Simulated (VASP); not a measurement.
# TaN (P-6m2) in VASP: further runs, part 2 of 2

VASP 6.6.1.

**3. Electric field gradients, PBEsol**

INCAR reads:

```
PREC = Accurate
ENCUT = 520
EDIFF = 1E-8
ISMEAR = -1
SIGMA = 0.05
LREAL = False
LASPH = True
NELM = 120
ALGO = Normal
ISIF = 2
LWAVE = False
LCHARG = False
GGA = PS
LEFG = True
NBANDS = 16
GGA_COMPAT = False
```

KPOINTS reads:

```
Automatic mesh
0
Gamma
  13 13 11
```

POSCAR reads:

```
TaN
1.0
    2.9399421781      0.0000000000      0.0000000000
   -1.4699710891      2.5460646119      0.0000000000
    0.0000000000      0.0000000000      2.8901750800
Ta N
1 1
Direct
    0.0000000000      0.0000000000      0.5000000000
    0.6666666667      0.3333333333      0.0000000000
```

Potentials or basis: VASP PAW PBE potentials, release 64 (Ta_sv_GW, N).

Command:

```bash
$ cat potpaw_PBE.64/Ta_sv_GW/POTCAR potpaw_PBE.64/N/POTCAR > POTCAR
$ mpirun -np 1 vasp_std > vasp.out
```

OUTCAR:

```text
PREC = Accurate
   ENCUT = 520
   EDIFF = 1E-8
   ISMEAR = -1
   LREAL = False
   LASPH = True
   NELM = 120
   ISIF = 2
   GGA = PS

 ion  position               nearest neighbor table
   1  0.000  0.000  0.500-   2 2.23   2 2.23   2 2.23   2 2.23   2 2.23   2 2.23
   2  0.667  0.333  0.000-   1 2.23   1 2.23   1 2.23   1 2.23   1 2.23   1 2.23

  LATTYP: Found a hexagonal cell.
 ALAT       =     2.9399421781
 C/A-ratio  =     0.9830720827

  Lattice vectors:

 A1 = (   2.9399421781,   0.0000000000,   0.0000000000)
 A2 = (  -1.4699710891,   2.5460646119,   0.0000000000)
 A3 = (   0.0000000000,   0.0000000000,   2.8901750800)

Analysis of symmetry for initial positions (statically):
=====================================================================
 Subroutine PRICEL returns:
 Original cell was already a primitive cell.

 Routine SETGRP: Setting up the symmetry group for a
 hexagonal supercell.

 Subroutine GETGRP returns: Found 12 space group operations
 (whereof 12 operations were pure point group operations)
 out of a pool of 24 trial point group operations.

The static configuration has the point symmetry D_3h.

Analysis of symmetry for dynamics (positions and initial velocities):
=====================================================================
 Subroutine PRICEL returns:
 Original cell was already a primitive cell.

 Routine SETGRP: Setting up the symmetry group for a
 hexagonal supercell.

 Subroutine GETGRP returns: Found 12 space group operations
 (whereof 12 operations were pure point group operations)
 out of a pool of 24 trial point group operations.

The dynamic configuration has the point symmetry D_3h.

 Subroutine INISYM returns: Found 12 space group operations
 (whereof 12 operations are pure point group operations),
 and found     1 'primitive' translations

----------------------------------------------------------------------------------------

                                     Primitive cell

  volume of cell :      21.6338

  direct lattice vectors                    reciprocal lattice vectors
     2.939942178  0.000000000  0.000000000     0.340142744  0.196381505  0.000000000
    -1.469971089  2.546064612  0.000000000     0.000000000  0.392763010  0.000000000
     0.000000000  0.000000000  2.890175080     0.000000000  0.000000000  0.345999800

  length of vectors
     2.939942178  2.939942178  2.890175080     0.392763010  0.392763010  0.345999800

  position of ions in fractional coordinates (direct lattice)
     0.000000000  0.000000000  0.500000000
     0.666666667  0.333333333  0.000000000

  ion indices of the primitive-cell ions
   primitive index   ion index
                 1           1
                 2           2

----------------------------------------------------------------------------------------

 KPOINTS: Automatic mesh

[... 72 lines left out ...]
   NFREE  =      0    steps in history (QN), initial steepest desc. (CG)
   ISIF   =      2    stress and relaxation
   ISYM   =      2    0-nonsym 1-usesym 2-fastsym
   POTIM  = 0.5000    time-step for ionic-motion
   TEBEG  =    0.0;   TEEND  =   0.0 temperature during run
   PSTRESS=    0.0 pullay stress
   NELECT =      18.0000    total number of electrons
   NUPDOWN=      -1.0000    fix difference up-down
   EMIN   =  10.00;   EMAX   =-10.00  energy-range for DOS
   EFERMI =   0.00;   METHOD = LEGACY
   ISMEAR =    -1;   SIGMA  =   0.05  broadening in eV -4-tet -1-fermi 0-gaus
   EFERMI_NEDOS =   21; number of points for ismear=-14 and -15
   IALGO  =     38    algorithm
   IMIX   =      4    mixing-type and parameters
     AMIX     =   0.40;   BMIX     =  1.00
     AMIX_MAG =   1.60;   BMIX_MAG =  1.00
  volume/ion in A,a.u.               =      10.82        73.00
  Fermi-wavevector in a.u.,A,eV,Ry     =   1.539767  2.909737 32.257794  2.370881
  Thomas-Fermi vector in A             =   2.645948
   LORBIT       =      0    0 simple, 1 ext, 2 COOP (PROOUT), +10 PAW based schemes
   GGA     = PS    functional components
   LHFCALC =     F    Hartree Fock is set to
   AEXX    =    0.0000 exact exchange contribution
   IVDW    =     0    specifies the selected vdW correction
   LEPSILON=     F    determine dielectric tensor
   LRPA    =     F    only Hartree local field effects (RPA)
 non-spin polarized calculation
  energy-cutoff  :      520.00
  volume of cell :       21.63
 maximum number of plane-waves:       611
 NGX is ok and might be reduce to    24
   NGX = 11   NGY = 11   NGZ = 11

 number of electron      17.9999999 magnetization

 Free energy of the ion-electron system (eV)
  ---------------------------------------------------
  ext. energy  EPLUGINS =         0.00000000
  ---------------------------------------------------
  free energy    TOTEN  =       -26.33117581 eV

  energy without entropy =      -26.33050712  energy(sigma->0) =      -26.33084146

 E-fermi :  12.2444     XC(G=0): -13.8455

 val. band max:       12.2401163456   @ k =   0.0000   0.0000   0.2727
 cond. band min:      12.3176191792   @ k =   0.0000   0.0000   0.3636
 fundamental gap:      0.0775028335
 Fermi energy:        12.2444051791

 k-point     1 :       0.0000    0.0000    0.0000
  band No.  band energies     occupation
      1     -56.2598      2.00000
      2     -22.5480      2.00000
      3     -22.2834      2.00000
      4     -22.2834      2.00000
      5      -5.4517      2.00000
      6       7.7018      2.00000
[... 433 lines left out ...]
      3     -22.5090      2.00000
      4     -22.3278      2.00000
      5      -4.8439      2.00000
      6       6.5998      2.00000
[... 8 lines left out ...]
     15      24.9667      0.00000
     16      29.0674      0.00000

 [... further k-points ...]

------------------------ aborting loop because EDIFF is reached ----------------------------------------

  FORCE on cell =-STRESS in cart. coord.  units (eV):
  Direction    XX          YY          ZZ          XY          YZ          ZX
  --------------------------------------------------------------------------------------
  -------------------------------------------------------------------------------------
  Total       -0.8087422     -0.8087422     -0.9963080      0.0000000     -0.0000000     -0.0000000
  in kB      -59.8946938    -59.8946938    -73.7856382      0.0000000     -0.0000000     -0.0000000
  external PRESSURE =     -64.5250086 kB  Pullay stress =       0.0000000 kB

 VOLUME and BASIS-vectors are now :
 -----------------------------------------------------------------------------
  energy-cutoff  :      520.00
  volume of cell :       21.63
      direct lattice vectors                 reciprocal lattice vectors
     2.939942178  0.000000000  0.000000000     0.340142744  0.196381505  0.000000000
    -1.469971089  2.546064612  0.000000000     0.000000000  0.392763010  0.000000000
     0.000000000  0.000000000  2.890175080     0.000000000  0.000000000  0.345999800

 POSITION                                       TOTAL-FORCE (eV/Angst)
 -----------------------------------------------------------------------------------
      0.00000      0.00000      1.44509         0.000000     -0.000000      0.000000
      1.46997      0.84869      0.00000        -0.000000      0.000000      0.000000
 -----------------------------------------------------------------------------------
    total drift:                               -0.000000      0.000000      0.000000

  FREE ENERGIE OF THE ION-ELECTRON SYSTEM (eV)
  ---------------------------------------------------
  free  energy   TOTEN  =       -26.3311758084 eV

  energy  without entropy=      -26.3305071216  energy(sigma->0) =      -26.33084146

 Electric field gradients (V/A^2)
---------------------------------------------------------------------
 ion       V_xx      V_yy      V_zz      V_xy      V_xz      V_yz
---------------------------------------------------------------------
   1     -17.914   -17.914    35.828     0.000    -0.000    -0.000
   2      -0.341    -0.340     0.681     0.001     0.000     0.000
---------------------------------------------------------------------

 Electric field gradients after diagonalization (V/A^2)
 (convention: |V_zz| > |V_xx| > |V_yy|)
----------------------------------------------------------------------
 ion       V_xx      V_yy      V_zz     asymmetry (V_yy - V_xx)/ V_zz
----------------------------------------------------------------------
   1     -17.914   -17.914    35.828       0.000
   2      -0.341    -0.339     0.681       0.003
----------------------------------------------------------------------

           NMR quadrupolar parameters

 Cq : quadrupolar parameter    Cq=e*Q*V_zz/h
 eta: asymmetry parameters     (V_yy - V_xx)/ V_zz
 Q  : nuclear electric quadrupole moment in mb (millibarn)
----------------------------------------------------------------------
 ion       Cq(MHz)       eta       Q (mb)
----------------------------------------------------------------------
   1       0.087       0.000       1.000
   2       0.002       0.003       1.000
----------------------------------------------------------------------
```

OSZICAR:

```text
N       E                     dE             d eps       ncg     rms          rms(c)
DAV:   1     0.100462321627E+03    0.10046E+03   -0.11301E+04  4112   0.113E+03
DAV:   2    -0.247191411648E+02   -0.12518E+03   -0.12125E+03  5632   0.309E+02
DAV:   3    -0.296763555522E+02   -0.49572E+01   -0.49534E+01  4880   0.544E+01
DAV:   4    -0.297897496860E+02   -0.11339E+00   -0.11339E+00  5824   0.575E+00
DAV:   5    -0.297939474370E+02   -0.41978E-02   -0.41977E-02  4888   0.788E-01    0.606E+01
DAV:   6    -0.265057803402E+02    0.32882E+01   -0.67132E+00  4536   0.222E+01    0.589E+01
DAV:   7    -0.263757517379E+02    0.13003E+00   -0.48878E-01  4216   0.574E+00    0.243E+01
DAV:   8    -0.263322559451E+02    0.43496E-01   -0.11515E-01  5192   0.263E+00    0.401E+00
DAV:   9    -0.263313196578E+02    0.93629E-03   -0.43845E-03  5264   0.664E-01    0.763E-01
DAV:  10    -0.263311795352E+02    0.14012E-03   -0.14230E-03  4248   0.370E-01    0.977E-02
DAV:  11    -0.263311795742E+02   -0.39009E-07   -0.47577E-05  4840   0.745E-02    0.124E-01
DAV:  12    -0.263311757253E+02    0.38489E-05   -0.49357E-06  5184   0.221E-02    0.378E-03
DAV:  13    -0.263311758036E+02   -0.78286E-07   -0.51813E-07  4520   0.579E-03    0.190E-02
DAV:  14    -0.263311758084E+02   -0.47794E-08   -0.11261E-08  3768   0.870E-04
   1 F= -.26331176E+02 E0= -.26330841E+02  d E =-.668687E-03
```

stdout:

```text
POSCAR found type information on POSCAR TaN
 POSCAR found :  2 types and       2 ions
 scaLAPACK will be used
 -----------------------------------------------------------------------------
|                                                                             |
|                                                                             |
|     You enforced a specific xc type in the INCAR file but a different       |
|     I HOPE YOU KNOW WHAT YOU ARE DOING!                                     |
|                                                                             |
 -----------------------------------------------------------------------------

 LDA part: xc-table for (Slater+PW92), standard interpolation
 POSCAR, INCAR and KPOINTS ok, starting setup
 FFT: planning ... GRIDC
 FFT: planning ... GRID_SOFT
 FFT: planning ... GRID
 WAVECAR not read
 entering main loop
ion   1

ion   2
```

Run time: 1.7 min. Hardware: 1 thread of Intel Xeon Platinum 8259CL at 2.50GHz (Skylake/Cascade Lake), shared host; peak memory 0.18 GiB.

What came out:

```yaml
Free_energy: -26.3312 eV
Pressure: -6.5 GPa
Band_gap_on_the_k_mesh: zero (bands 9 and 10 overlap by 0.17 eV)
Largest_electric_field_gradient_by_atom: Ta +35.8; N +0.7 V/Å²
```

Stress tensor (GPa, compression positive):
```
-5.99  0.00  0.00
 0.00 -5.99  0.00
 0.00  0.00 -7.38
```

Electric field gradients, principal values (V/Å²):
```tsv
atom	least	middle	greatest (by size)
1 Ta	-17.914	-17.914	35.828
2 N	-0.339	-0.341	0.681
```

Caveat: the cell stands under tension; without QUAD_EFG the Cq values of the log hold for a quadrupole moment of 1 mb, not for the nuclei; the PAW data sets were made with another functional, which shifts forces and pressure a little; spin-orbit coupling is left out, which moves the levels of the heavy elements.

The gap in the log of VASP goes by the Fermi energy; the results here count the filled bands.